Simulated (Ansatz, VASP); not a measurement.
**AlCo: VASP beside Ansatz**

```xyz
2
Lattice="2.6649 0.0000 0.0000 -1.3324 2.3079 0.0000 0.0000 0.0000 3.7361" Properties=species:S:1:pos:R:3 pbc="T T T"
Co    0.0000    0.0000    0.0000
Al    0.0000    1.5386    1.8680
```

Change from the starting cell: volume scaled by 0.94, LAPW.

Alike in both runs: task single point; functional PBE; k mesh 15 × 15 × 14; occupations fermi-dirac, width 0.1 eV; no spin polarisation.

```csv
,VASP,Ansatz
version,VASP 6.6.1,Ansatz 0.2.0
potentials or method,"VASP PAW PBE potentials, release 64 (Co, Al), cutoff 520 eV","all-electron LAPW, scalar-relativistic"
```

|  | VASP | Ansatz | Ansatz less VASP |
| --- | --- | --- | --- |
| pressure (GPa) | 11.0 | 11.1 | +0.09 |
| traceless stress, the component that is largest in VASP (GPa) | -0.31 | 0.06 | +0.373 |

Ansatz ran all-electron here, and VASP with PAW potentials.
